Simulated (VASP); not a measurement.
# Ge (P6_3/mmc) in VASP: notebook

Runs on Ge. Level: r2SCAN. Tasks: single point.

Everything below comes from runs of VASP 6.6.1. Logs are shortened: lines on timing, memory, paths and dates and some standing lists are left out, and cuts for length are marked.

## (1) The cell of the first run

The structure is hexagonal, space group P6_3/mmc (No. 194). Conventional cell: a = 3.998 Å, b = 3.998 Å, c = 6.599 Å, α = 90.00°, β = 90.00°, γ = 120.00°. Within 3.2 Å of Ge (site symmetry 3m) lie 4 Ge at 2.45 to 2.47 Å.

## (2) Single point, r2SCAN

Contents of POSCAR:

```
Ge
1.0
    3.9975858431      0.0000000000      0.0000000000
   -1.9987929216      3.4620108940      0.0000000000
    0.0000000000      0.0000000000      6.5993779500
Ge
4
Direct
    0.6666666700      0.3333333300      0.0629012500
    0.3333333300      0.6666666700      0.5629012500
    0.6666666700      0.3333333300      0.4370987500
    0.3333333300      0.6666666700      0.9370987500
```

Contents of INCAR.step1:

```
PREC = Accurate
ENCUT = 520
ISMEAR = 0
SIGMA = 0.1
LREAL = F
LASPH = T
NELM = 80
NBANDS = 36
GGA = PE
ALGO = Normal
EDIFF = 1E-4
LWAVE = T
LCHARG = F
```

Contents of INCAR.step2:

```
PREC = Accurate
ENCUT = 520
EDIFF = 1E-7
ISMEAR = 0
SIGMA = 0.1
LREAL = F
LASPH = T
NELM = 80
ALGO = Normal
ISIF = 2
LWAVE = F
LCHARG = F
METAGGA = R2SCAN
LMIXTAU = T
NBANDS = 36
ISTART = 1
```

Contents of KPOINTS:

```
regular mesh
0
Gamma
  6 6 4
```

Potentials or basis: VASP PAW PBE potentials, release 64 (Ge_d).

Launch:

```sh
$ cat potpaw_PBE.64/Ge_d/POTCAR > POTCAR
$ cp INCAR.step1 INCAR
$ mpirun -np 1 vasp_std > vasp.out
$ cp INCAR.step2 INCAR
$ mpirun -np 1 vasp_std > vasp.out
```

OUTCAR:

```text
PREC = Accurate
   ENCUT = 520
   EDIFF = 1E-7
   ISMEAR = 0
   LREAL = F
   LASPH = T
   NELM = 80
   ISIF = 2
   METAGGA = R2SCAN
   ISTART = 1

 ion  position               nearest neighbor table
   1  0.667  0.333  0.063-   4 2.45   4 2.45   4 2.45   3 2.47
   2  0.333  0.667  0.563-   3 2.45   3 2.45   3 2.45   4 2.47
   3  0.667  0.333  0.437-   2 2.45   2 2.45   2 2.45   1 2.47
   4  0.333  0.667  0.937-   1 2.45   1 2.45   1 2.45   2 2.47

  LATTYP: Found a hexagonal cell.
 ALAT       =     3.9975858431
 C/A-ratio  =     1.6508408347

  Lattice vectors:

 A1 = (   3.9975858431,   0.0000000000,   0.0000000000)
 A2 = (  -1.9987929216,   3.4620108940,   0.0000000000)
 A3 = (   0.0000000000,   0.0000000000,   6.5993779500)

Analysis of symmetry for initial positions (statically):
=====================================================================
 Subroutine PRICEL returns:
 Original cell was already a primitive cell.

 Routine SETGRP: Setting up the symmetry group for a
 hexagonal supercell.

 Subroutine GETGRP returns: Found 24 space group operations
 (whereof 12 operations were pure point group operations)
 out of a pool of 24 trial point group operations.

The static configuration has the point symmetry D_3d.
 The point group associated with its full space group is D_6h.

Analysis of symmetry for dynamics (positions and initial velocities):
=====================================================================
 Subroutine PRICEL returns:
 Original cell was already a primitive cell.

 Routine SETGRP: Setting up the symmetry group for a
 hexagonal supercell.

 Subroutine GETGRP returns: Found 24 space group operations
 (whereof 12 operations were pure point group operations)
 out of a pool of 24 trial point group operations.

The dynamic configuration has the point symmetry D_3d.
 The point group associated with its full space group is D_6h.

 Subroutine INISYM returns: Found 24 space group operations
 (whereof 12 operations are pure point group operations),
 and found     1 'primitive' translations

----------------------------------------------------------------------------------------

                                     Primitive cell

  volume of cell :      91.3333

  direct lattice vectors                    reciprocal lattice vectors
     3.997585843  0.000000000  0.000000000     0.250150976  0.144424733  0.000000000
    -1.998792922  3.462010894  0.000000000     0.000000000  0.288849467  0.000000000
     0.000000000  0.000000000  6.599377950     0.000000000  0.000000000  0.151529433

  length of vectors
     3.997585843  3.997585843  6.599377950     0.288849467  0.288849467  0.151529433

  position of ions in fractional coordinates (direct lattice)
     0.666666670  0.333333330  0.062901250
     0.333333330  0.666666670  0.562901250
     0.666666670  0.333333330  0.437098750
     0.333333330  0.666666670  0.937098750

  ion indices of the primitive-cell ions
   primitive index   ion index
                 1           1
                 2           2
                 3           3
                 4           4

----------------------------------------------------------------------------------------

 KPOINTS: regular mesh

Automatic generation of k-mesh.
 Grid dimensions read from file:
 generate k-points for:    6    6    4

 Generating k-lattice:

  Cartesian coordinates                     Fractional coordinates (reciprocal lattice)
     0.041691829  0.024070789  0.000000000     0.166666667  0.000000000  0.000000000
     0.000000000  0.048141578  0.000000000     0.000000000  0.166666667  0.000000000
     0.000000000  0.000000000  0.037882358     0.000000000  0.000000000  0.250000000

  Length of vectors
     0.048141578  0.048141578  0.037882358

  Shift w.r.t. Gamma in fractional coordinates (k-lattice)
     0.000000000  0.000000000  0.000000000

 Subroutine IBZKPT returns following result:
 ===========================================

 Found     21 irreducible k-points:

 Following reciprocal coordinates:
            Coordinates               Weight
  0.000000  0.000000  0.000000      1.000000
  0.166667 -0.000000  0.000000      6.000000
  0.333333  0.000000  0.000000      6.000000
  0.500000 -0.000000  0.000000      3.000000
  0.166667  0.166667  0.000000      6.000000
  0.333333  0.166667  0.000000     12.000000
[... 13 lines left out ...]
  0.333333  0.166667  0.500000     12.000000
  0.333333  0.333333  0.500000      2.000000
   k-points           NKPTS =     21   k-points in BZ     NKDIM =     21   number of bands    NBANDS=     36
   number of dos      NEDOS =    301   number of ions     NIONS =      4
   total plane-waves  NPLWV =  45000
   dimension x,y,z NGX =    30 NGY =   30 NGZ =   50
   dimension x,y,z NGXF=    60 NGYF=   60 NGZF=  100
   ions per type =               4
   NGX,Y,Z   is equivalent  to a cutoff of  12.48, 12.48, 12.60 a.u.
   NGXF,Y,Z  is equivalent  to a cutoff of  24.95, 24.95, 25.19 a.u.
 SYSTEM =  unknown system
   PREC   = accura    normal or accurate (medium, high low for compatibility)
   ISTART =      1    job   : 0-new  1-cont  2-samecut
   ICHARG =      0    charge: 1-file 2-atom 10-const
   ISPIN  =      1    spin polarized calculation?
   LNONCOLLINEAR =      F non collinear calculations
   LSORBIT =      F    spin-orbit coupling
   LASPH  =      T    aspherical Exc in radial PAW
   ENCUT  =  520.0 eV  38.22 Ry    6.18 a.u.   7.43  7.43 12.27*2*pi/ulx,y,z
   NELM   =     80;   NELMIN=  2; NELMDL=  0     # of ELM steps
   EDIFF  = 0.1E-06   stopping-criterion for ELM
   LREAL  =      F    real-space projection
   EDIFFG = 0.1E-05   stopping-criterion for IOM
   NSW    =      0    number of steps for IOM
   IBRION =     -1    ionic relax: 0-MD 1-quasi-New 2-CG
   NFREE  =      0    steps in history (QN), initial steepest desc. (CG)
   ISIF   =      2    stress and relaxation
   ISYM   =      2    0-nonsym 1-usesym 2-fastsym
   POTIM  = 0.5000    time-step for ionic-motion
   TEBEG  =    0.0;   TEEND  =   0.0 temperature during run
   PSTRESS=    0.0 pullay stress
   NELECT =      56.0000    total number of electrons
   NUPDOWN=      -1.0000    fix difference up-down
   EMIN   =  10.00;   EMAX   =-10.00  energy-range for DOS
   EFERMI =   0.00;   METHOD = LEGACY
   ISMEAR =     0;   SIGMA  =   0.10  broadening in eV -4-tet -1-fermi 0-gaus
   EFERMI_NEDOS =   21; number of points for ismear=-14 and -15
   IALGO  =     38    algorithm
   IMIX   =      4    mixing-type and parameters
     AMIX     =   0.40;   BMIX     =  1.00
     AMIX_MAG =   1.60;   BMIX_MAG =  1.00
  volume/ion in A,a.u.               =      22.83       154.09
  Fermi-wavevector in a.u.,A,eV,Ry     =   1.390789  2.628209 26.317650  1.934293
  Thomas-Fermi vector in A             =   2.514690
   LORBIT       =      0    0 simple, 1 ext, 2 COOP (PROOUT), +10 PAW based schemes
   METAGGA = R2SCAN    functional components
   LHFCALC =     F    Hartree Fock is set to
   AEXX    =    0.0000 exact exchange contribution
   IVDW    =     0    specifies the selected vdW correction
   LEPSILON=     F    determine dielectric tensor
   LRPA    =     F    only Hartree local field effects (RPA)
 non-spin polarized calculation
 Gauss-broadening in eV      SIGMA  =   0.10
  energy-cutoff  :      520.00
  volume of cell :       91.33
 maximum number of plane-waves:      2491
 NGX is ok and might be reduce to    30
   NGX = 15   NGY = 15   NGZ = 25

 number of electron      56.0000054 magnetization

 Free energy of the ion-electron system (eV)
  ---------------------------------------------------
  ext. energy  EPLUGINS =         0.00000000
  ---------------------------------------------------
  free energy    TOTEN  =       -55.38130588 eV

  energy without entropy =      -55.38031483  energy(sigma->0) =      -55.38081035

 E-fermi :   4.9516     XC(G=0): -10.7676

 val. band max:        4.8976124633   @ k =   0.0000   0.0000   0.0000
 cond. band min:       4.9626130702   @ k =   0.0000   0.0000   0.0000
 fundamental gap:      0.0650006068
 Fermi energy:         4.9516305634

 k-point     1 :       0.0000    0.0000    0.0000
  band No.  band energies     occupation
      1     -20.7988      2.00000
      2     -20.7987      2.00000
      3     -20.7607      2.00000
      4     -20.7583      2.00000
      5     -20.7583      2.00000
      6     -20.7474      2.00000
[... 28 lines left out ...]
     35       9.5974      0.00000
     36      11.4766      0.00000

 k-point     2 :       0.1667   -0.0000    0.0000
  band No.  band energies     occupation
      1     -20.8125      2.00000
      2     -20.8034      2.00000
      3     -20.7744      2.00000
      4     -20.7666      2.00000
      5     -20.7575      2.00000
      6     -20.7308      2.00000
[... 28 lines left out ...]
     35      10.7779      0.00000
     36      10.9854      0.00000

 k-point     3 :       0.3333    0.0000    0.0000
  band No.  band energies     occupation
      1     -20.8197      2.00000
      2     -20.8075      2.00000
      3     -20.7932      2.00000
      4     -20.7767      2.00000
      5     -20.7462      2.00000
      6     -20.7175      2.00000
[... 28 lines left out ...]
     35      12.0582      0.00000
     36      12.3552      0.00000
[... 625 lines left out ...]
 k-point    20 :       0.3333    0.1667    0.5000
  band No.  band energies     occupation
      1     -20.8061      2.00000
      2     -20.8061      2.00000
      3     -20.7920      2.00000
      4     -20.7920      2.00000
      5     -20.7298      2.00000
      6     -20.7298      2.00000
[... 28 lines left out ...]
     35      12.0792      0.00000
     36      12.0792      0.00000

 k-point    21 :       0.3333    0.3333    0.5000
  band No.  band energies     occupation
      1     -20.8142      2.00000
      2     -20.8142      2.00000
      3     -20.7923      2.00000
      4     -20.7923      2.00000
      5     -20.7239      2.00000
      6     -20.7239      2.00000
[... 28 lines left out ...]
     35      11.8797      0.00000
     36      11.8797      0.00000

------------------------ aborting loop because EDIFF is reached ----------------------------------------

  FORCE on cell =-STRESS in cart. coord.  units (eV):
  Direction    XX          YY          ZZ          XY          YZ          ZX
  --------------------------------------------------------------------------------------
  -------------------------------------------------------------------------------------
  Total        0.0601986      0.0601986     -0.1013664     -0.0000000      0.0000000      0.0000000
  in kB        1.0560085      1.0560085     -1.7781786     -0.0000000      0.0000000      0.0000000
  external PRESSURE =       0.1112795 kB  Pullay stress =       0.0000000 kB

 VOLUME and BASIS-vectors are now :
 -----------------------------------------------------------------------------
  energy-cutoff  :      520.00
  volume of cell :       91.33
      direct lattice vectors                 reciprocal lattice vectors
     3.997585843  0.000000000  0.000000000     0.250150976  0.144424733  0.000000000
    -1.998792922  3.462010894  0.000000000     0.000000000  0.288849467  0.000000000
     0.000000000  0.000000000  6.599377950     0.000000000  0.000000000  0.151529433

 POSITION                                       TOTAL-FORCE (eV/Angst)
 -----------------------------------------------------------------------------------
      1.99879      1.15400      0.41511        -0.000000      0.000000      0.006955
     -0.00000      2.30801      3.71480         0.000000     -0.000000      0.006955
      1.99879      1.15400      2.88458        -0.000000      0.000000     -0.006955
     -0.00000      2.30801      6.18427         0.000000     -0.000000     -0.006955
 -----------------------------------------------------------------------------------
    total drift:                               -0.000013      0.000008     -0.000003

  FREE ENERGIE OF THE ION-ELECTRON SYSTEM (eV)
  ---------------------------------------------------
  free  energy   TOTEN  =       -55.3813058764 eV

  energy  without entropy=      -55.3803148272  energy(sigma->0) =      -55.38081035
```

It took 4.5 min on 1 thread of Intel Xeon Platinum 8259CL at 2.50GHz (Skylake/Cascade Lake), shared host; peak memory 0.23 GiB.

What came out:

- Free energy: -55.3813 eV
- Pressure: 0.0 GPa
- Largest force: 0.007 eV/Å
- Band gap on the k mesh: 0.07 eV, direct

Forces in eV/Å, atoms in the order of the input:
```
Ge   0.000  0.000  0.007
Ge   0.000  0.000  0.007
Ge   0.000  0.000 -0.007
Ge   0.000  0.000 -0.007
```

Stress tensor (GPa, compression positive):
```
 0.11  0.00  0.00
 0.00  0.11  0.00
 0.00  0.00 -0.18
```

Caveat: the PAW data sets were made with another functional, which shifts forces and pressure a little. A k mesh can miss the band edges.

[end of part 1 of 2]
